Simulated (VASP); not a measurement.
# InAgTe2 (I-42d) in VASP: relaxation of cell and atoms with PBE

Aim: the relaxation of cell and atoms of InAgTe2 with PBE.

Program: VASP 6.6.1. These are calculated values, not measurements. Logs are shortened: lines on timing, memory, paths and dates and some standing lists are left out, and cuts for length are marked.

**1. The cell of the first run**

It takes space group I-42d (No. 122, tetragonal). The conventional cell has a = 6.467 Å, b = 6.467 Å, c = 12.633 Å, α = 90.00°, β = 90.00°, γ = 90.00°. Within 3.6 Å of In (site symmetry -4) lie 4 Te at 2.74 Å. Within 3.7 Å of Ag (site symmetry -4) lie 4 Te at 2.82 Å. Te (site symmetry 2) has 2 In at 2.74 Å and 2 Ag at 2.82 Å within 3.6 Å.

**2. Relaxation of cell and atoms, PBE**

Input file INCAR:

```
SYSTEM = InAgTe2
  PREC = Accurate
  ENCUT = 500
  EDIFF = 1E-7
  ISMEAR = 1
  SIGMA = 0.00819
  LREAL = .False.
  LASPH = .True.
  NELM = 120
  ALGO = Normal
  ISIF = 3
  LWAVE = .False.
  LCHARG = .False.
  GGA = PE
  IBRION = 2
  NSW = 100
  EDIFFG = -0.05
  GGA_COMPAT = .False.
  NELMIN = 4
```

Input file KPOINTS:

```
Automatic mesh
0
Gamma
  6 6 6
  0 0 0
```

Input file POSCAR:

```
InAgTe2
1.0
    7.7981500000      0.0000000000      0.0000000000
    2.4347398097      7.4083186677      0.0000000000
   -5.1164452531     -3.7041595860      4.5730004544
In Ag Te
2 2 4
Direct
    0.5000000000      0.5000000000      0.0000000000
    0.2500000000      0.7500000000      0.5000000000
    0.0000000000      0.0000000000      0.0000000000
    0.7500000000      0.2500000000      0.5000000000
    0.3750000000      0.3868000000      0.5118000000
    0.6132000000      0.1250000000      0.9882000000
    0.8750000000      0.8632000000      0.4882000000
    0.1368000000      0.6250000000      0.0118000000
```

Potentials or basis: VASP PAW PBE potentials, release 64 (In_d, Ag, Te).

On the command line:

```sh
cat potpaw_PBE.64/In_d/POTCAR potpaw_PBE.64/Ag/POTCAR potpaw_PBE.64/Te/POTCAR > POTCAR
mpirun -np 1 vasp_std > vasp.out
```

OUTCAR:

```text
SYSTEM = InAgTe2
   PREC = Accurate
   ENCUT = 500
   EDIFF = 1E-7
   ISMEAR = 1
   LREAL = .False.
   LASPH = .True.
   NELM = 120
   ISIF = 3
   GGA = PE
   IBRION = 2
   NSW = 100
   EDIFFG = -0.05
   NELMIN = 4

 ion  position               nearest neighbor table
   1  0.500  0.500  0.000-   7 2.74   5 2.74   6 2.74   8 2.74
   2  0.250  0.750  0.500-   6 2.74   8 2.74   7 2.74   5 2.74
   3  0.000  0.000  0.000-   5 2.82   7 2.82   6 2.82   8 2.82
   4  0.750  0.250  0.500-   8 2.82   6 2.82   7 2.82   5 2.82
   5  0.375  0.387  0.512-   1 2.74   2 2.74   3 2.82   4 2.82
   6  0.613  0.125  0.988-   2 2.74   1 2.74   4 2.82   3 2.82
   7  0.875  0.863  0.488-   1 2.74   2 2.74   3 2.82   4 2.82
   8  0.137  0.625  0.012-   2 2.74   1 2.74   4 2.82   3 2.82

  LATTYP: Found a body centered tetragonal cell.
 ALAT       =     6.4671996833
 C/A-ratio  =     1.9534111774

  Lattice vectors:

 A1 = (   7.7981500000,   0.0000000000,   0.0000000000)
 A2 = (   2.4347398097,   7.4083186677,   0.0000000000)
 A3 = (  -5.1164452531,  -3.7041595860,   4.5730004544)

Analysis of symmetry for initial positions (statically):
=====================================================================
 Subroutine PRICEL returns:
 Original cell was already a primitive cell.

 Routine SETGRP: Setting up the symmetry group for a
 body centered tetragonal supercell.

 Subroutine GETGRP returns: Found  8 space group operations
 (whereof  4 operations were pure point group operations)
 out of a pool of 16 trial point group operations.

The static configuration has the point symmetry S_4 .
 The point group associated with its full space group is D_2d.

Analysis of symmetry for dynamics (positions and initial velocities):
=====================================================================
 Subroutine PRICEL returns:
 Original cell was already a primitive cell.

 Routine SETGRP: Setting up the symmetry group for a
 body centered tetragonal supercell.

 Subroutine GETGRP returns: Found  8 space group operations
 (whereof  4 operations were pure point group operations)
 out of a pool of 16 trial point group operations.

The dynamic configuration has the point symmetry S_4 .
 The point group associated with its full space group is D_2d.

 Subroutine INISYM returns: Found  8 space group operations
 (whereof  4 operations are pure point group operations),
 and found     1 'primitive' translations

----------------------------------------------------------------------------------------

                                     Primitive cell

  volume of cell :     264.1876

  direct lattice vectors                    reciprocal lattice vectors
     7.798150000  0.000000000  0.000000000     0.128235543 -0.042144540  0.109337412
     2.434739810  7.408318668  0.000000000     0.000000000  0.134983394  0.109337412
    -5.116445253 -3.704159586  4.573000454     0.000000000  0.000000000  0.218674809

  length of vectors
     7.798150000  7.798150000  7.798150000     0.173710064  0.173710064  0.218674809

  position of ions in fractional coordinates (direct lattice)
     0.500000000  0.500000000  0.000000000
     0.250000000  0.750000000  0.500000000
     0.000000000  0.000000000  0.000000000
     0.750000000  0.250000000  0.500000000
     0.375000000  0.386800000  0.511800000
     0.613200000  0.125000000  0.988200000
     0.875000000  0.863200000  0.488200000
     0.136800000  0.625000000  0.011800000

  ion indices of the primitive-cell ions
   primitive index   ion index
                 1           1
                 2           2
                 3           3
                 4           4
                 5           5
                 6           6
                 7           7
                 8           8

----------------------------------------------------------------------------------------

 KPOINTS: Automatic mesh

Automatic generation of k-mesh.
 Grid dimensions read from file:
 generate k-points for:    6    6    6

 Generating k-lattice:

  Cartesian coordinates                     Fractional coordinates (reciprocal lattice)
     0.021372591 -0.007024090  0.018222902     0.166666667  0.000000000 -0.000000000
     0.000000000  0.022497232  0.018222902     0.000000000  0.166666667  0.000000000
     0.000000000  0.000000000  0.036445801     0.000000000  0.000000000  0.166666667

  Length of vectors
     0.028951677  0.028951677  0.036445801

  Shift w.r.t. Gamma in fractional coordinates (k-lattice)
     0.000000000  0.000000000  0.000000000

 Subroutine IBZKPT returns following result:
 ===========================================

 Found     30 irreducible k-points:

 Following reciprocal coordinates:
            Coordinates               Weight
  0.000000  0.000000  0.000000      1.000000
  0.166667  0.000000  0.000000      8.000000
  0.333333  0.000000  0.000000      8.000000
  0.500000  0.000000  0.000000      4.000000
  0.166667  0.166667  0.000000      8.000000
  0.333333  0.166667  0.000000     16.000000
[... 16 lines left out ...]
 -0.333333 -0.333333  0.166667      8.000000
 -0.166667 -0.333333  0.166667      8.000000
 [... further k-points ...]
   k-points           NKPTS =     30   k-points in BZ     NKDIM =     30   number of bands    NBANDS=     43
   number of dos      NEDOS =    301   number of ions     NIONS =      8
   total plane-waves  NPLWV = 216000
   dimension x,y,z NGX =    60 NGY =   60 NGZ =   60
   dimension x,y,z NGXF=   120 NGYF=  120 NGZF=  120
   ions per type =               2   2   4
   NGX,Y,Z   is equivalent  to a cutoff of  12.79, 12.79, 12.79 a.u.
   NGXF,Y,Z  is equivalent  to a cutoff of  25.58, 25.58, 25.58 a.u.
 SYSTEM =  InAgTe2
   PREC   = accura    normal or accurate (medium, high low for compatibility)
   ISTART =      0    job   : 0-new  1-cont  2-samecut
   ICHARG =      2    charge: 1-file 2-atom 10-const
   ISPIN  =      1    spin polarized calculation?
   LNONCOLLINEAR =      F non collinear calculations
   LSORBIT =      F    spin-orbit coupling
   LASPH  =      T    aspherical Exc in radial PAW
   ENCUT  =  500.0 eV  36.75 Ry    6.06 a.u.  14.22 14.22 14.22*2*pi/ulx,y,z
   NELM   =    120;   NELMIN=  4; NELMDL= -5     # of ELM steps
   EDIFF  = 0.1E-06   stopping-criterion for ELM
   LREAL  =      F    real-space projection
   EDIFFG = -.5E-01   stopping-criterion for IOM
   NSW    =    100    number of steps for IOM
   IBRION =      2    ionic relax: 0-MD 1-quasi-New 2-CG
   NFREE  =      1    steps in history (QN), initial steepest desc. (CG)
   ISIF   =      3    stress and relaxation
   ISYM   =      2    0-nonsym 1-usesym 2-fastsym
   POTIM  = 0.5000    time-step for ionic-motion
   TEBEG  =    0.0;   TEEND  =   0.0 temperature during run
   PSTRESS=    0.0 pullay stress
   NELECT =      72.0000    total number of electrons
   NUPDOWN=      -1.0000    fix difference up-down
   EMIN   =  10.00;   EMAX   =-10.00  energy-range for DOS
   EFERMI =   0.00;   METHOD = LEGACY
   ISMEAR =     1;   SIGMA  =   0.01  broadening in eV -4-tet -1-fermi 0-gaus
   EFERMI_NEDOS =   21; number of points for ismear=-14 and -15
   IALGO  =     38    algorithm
   IMIX   =      4    mixing-type and parameters
     AMIX     =   0.40;   BMIX     =  1.00
     AMIX_MAG =   1.60;   BMIX_MAG =  1.00
  volume/ion in A,a.u.               =      33.02       222.85
  Fermi-wavevector in a.u.,A,eV,Ry     =   1.061406  2.005766 15.328086  1.126583
  Thomas-Fermi vector in A             =   2.196821
   LORBIT       =      0    0 simple, 1 ext, 2 COOP (PROOUT), +10 PAW based schemes
   GGA     = PE    functional components
   LHFCALC =     F    Hartree Fock is set to
   AEXX    =    0.0000 exact exchange contribution
   IVDW    =     0    specifies the selected vdW correction
   LEPSILON=     F    determine dielectric tensor
   LRPA    =     F    only Hartree local field effects (RPA)
 conjugate gradient relaxation of ions
 non-spin polarized calculation
 Methfessel and Paxton  Order N= 1 SIGMA  =   0.01
  energy-cutoff  :      500.00
  volume of cell :      264.19
 maximum number of plane-waves:      6747
 NGX is ok and might be reduce to    60
   NGX = 29   NGY = 29   NGZ = 29

--------------------------------------- Ionic step        1  -------------------------------------------

 number of electron      72.0000007 magnetization

 Free energy of the ion-electron system (eV)
  ---------------------------------------------------
  ext. energy  EPLUGINS =         0.00000000
  ---------------------------------------------------
  free energy    TOTEN  =       -25.11843391 eV

  energy without entropy =      -25.11843391  energy(sigma->0) =      -25.11843391

------------------------ aborting loop because EDIFF is reached ----------------------------------------

  FORCE on cell =-STRESS in cart. coord.  units (eV):
  Direction    XX          YY          ZZ          XY          YZ          ZX
  --------------------------------------------------------------------------------------
  -------------------------------------------------------------------------------------
  Total        5.2949973      5.3483039      5.4070162     -0.0810995     -0.0000003     -0.0000004
  in kB       32.1117400     32.4350202     32.7910835     -0.4918314     -0.0000018     -0.0000025
  external PRESSURE =      32.4459479 kB  Pullay stress =       0.0000000 kB
[... 153 lines left out ...]
  energy  without entropy=      -25.4234892093  energy(sigma->0) =      -25.42348921

--------------------------------------- Ionic step        5  -------------------------------------------

 number of electron      72.0000003 magnetization

 Free energy of the ion-electron system (eV)
  ---------------------------------------------------
  ext. energy  EPLUGINS =         0.00000000
  ---------------------------------------------------
  free energy    TOTEN  =       -25.45931798 eV

  energy without entropy =      -25.45932018  energy(sigma->0) =      -25.45931872

 E-fermi :   4.0428     XC(G=0):  -8.4921

 val. band max:        4.0358932077   @ k =   0.0000   0.0000   0.0000
 cond. band min:       4.0932342913   @ k =   0.0000   0.0000   0.0000
 fundamental gap:      0.0573410836
 Fermi energy:         4.0427882229

 k-point     1 :       0.0000    0.0000    0.0000
  band No.  band energies     occupation
      1     -10.6850      2.00000
      2     -10.6803      2.00000
      3     -10.6803      2.00000
      4     -10.6261      2.00000
      5     -10.6135      2.00000
      6     -10.6135      2.00000
[... 1093 lines left out ...]
     42       7.3616      0.00000
     43       7.8020      0.00000

 [... further k-points ...]
[... 5 lines left out ...]
  --------------------------------------------------------------------------------------
  -------------------------------------------------------------------------------------
  Total        0.3009932      0.1992381      0.0871614      0.1548081     -0.0000000     -0.0000000
  in kB        1.7250655      1.1418818      0.4995434      0.8872428     -0.0000000     -0.0000000
  external PRESSURE =       1.1221636 kB  Pullay stress =       0.0000000 kB
[... 23 lines left out ...]
  FREE ENERGIE OF THE ION-ELECTRON SYSTEM (eV)
  ---------------------------------------------------
  free  energy   TOTEN  =       -25.4593179849 eV

  energy  without entropy=      -25.4593201832  energy(sigma->0) =      -25.45931872

 reached required accuracy - stopping structural energy minimisation
```

It took 47 min on 1 thread of AMD EPYC 9R45 (Zen 5), shared host; peak memory 0.68 GiB.

Results:

| Property | Result |
| --- | --- |
| Free energy | -25.4593 eV |
| Relaxed volume | 34.94 Å³/atom |
| Relaxed cell | a = 7.947 Å, b = 7.947 Å, c = 7.947 Å, α = 131.01°, β = 131.01°, γ = 71.80° |
| Space group after relaxing (to 0.05 Å) | I-42d (No. 122) |
| Energy gained by relaxing | 42.6 meV/atom |
| Ionic steps | 5 |
| Pressure after relaxing | 0.1 GPa |
| Largest force after relaxing | 0.041 eV/Å |
| Band gap on the k mesh | 0.06 eV, direct |

Forces on the atoms (eV/Å):
```
In   0.000  0.000  0.000
In   0.000  0.000  0.000
Ag   0.000  0.000  0.000
Ag   0.000  0.000  0.000
Te   0.017 -0.023 -0.029
Te   0.017 -0.023  0.029
Te  -0.017  0.023  0.029
Te  -0.017  0.023 -0.029
```

Step by step:
| step | energy change (eV) | largest force (eV/Å) | pressure (GPa) | volume (Å³) |
| --- | --- | --- | --- | --- |
| 1 | 0.0000 | 0.9113 | 3.24 | 264.19 |
| 2 | -0.2620 | 0.3246 | -0.96 | 290.59 |
| 3 | -0.2706 | 0.4035 | -0.41 | 286.17 |
| 4 | -0.3051 | 0.2973 | -0.27 | 284.13 |
| 5 | -0.3409 | 0.0408 | 0.11 | 279.55 |

Final structure:
```
In Ag Te
1.0
     7.94659    0.00016    0.00000
     2.48124    7.54929    0.00000
    -5.21391   -3.77472    4.65992
In Ag Te
2 2 4
Direct
  0.50000 0.50000 0.00000
  0.25000 0.75000 0.50000
  0.00000 0.00000 0.00000
  0.75000 0.25000 0.50000
  0.37500 0.37052 0.49552
  0.62948 0.12500 0.00448
  0.87500 0.87948 0.50448
  0.12052 0.62500 0.99552
```

Caveat: spin-orbit coupling is left out, which moves the levels of the heavy elements; the relaxation stopped at a loose force limit of 0.05 eV/Å, so its end isn't a converged minimum. PBE usually gives volumes a little too large and moduli too small.
